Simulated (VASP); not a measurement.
Input of a VASP 6.6.1 run:

Contents of POSCAR:

```
Na
1.0
    0.0000000000      3.8651431737      3.8651431737
    3.8651431737      0.0000000000      3.8651431737
    3.8651431737      3.8651431737      0.0000000000
Na
2
Direct
    0.1250000000      0.1250000000      0.1250000000
    0.8750000000      0.8750000000      0.8750000000
```

The input INCAR.step1:

```
SYSTEM = Na
PREC = Accurate
ENCUT = 520
ISMEAR = -1
SIGMA = 0.1
LREAL = .FALSE.
LASPH = .TRUE.
NELM = 80
NBANDS = 14
GGA = PE
ALGO = Normal
EDIFF = 1E-4
LWAVE = .TRUE.
LCHARG = .FALSE.
```

Contents of INCAR.step2:

```
SYSTEM = Na
PREC = Accurate
ENCUT = 520
EDIFF = 1E-7
ISMEAR = -1
SIGMA = 0.1
LREAL = .FALSE.
LASPH = .TRUE.
NELM = 80
ALGO = Normal
ISIF = 2
LWAVE = .FALSE.
LCHARG = .FALSE.
METAGGA = R2SCAN
LMIXTAU = .TRUE.
NBANDS = 14
ISTART = 1
```

Contents of KPOINTS:

```
regular mesh
0
G
  8 8 8
  0 0 0
```

Potentials or basis: VASP PAW PBE potentials, release 64 (Na_pv).

Run with:

```console
$ cat potpaw_PBE.64/Na_pv/POTCAR > POTCAR
$ cp INCAR.step1 INCAR
$ mpirun -np 1 vasp_std > vasp.out
$ cp INCAR.step2 INCAR
$ mpirun -np 1 vasp_std > vasp.out
```

Task: Estimate the pressure.

Result: -0.2 GPa.

Task: Predict the band gap on the k mesh.

Result: Zero (bands 7 and 8 overlap by 0.81 eV).

Caveat: the PAW data sets were made with another functional, which shifts forces and pressure a little.
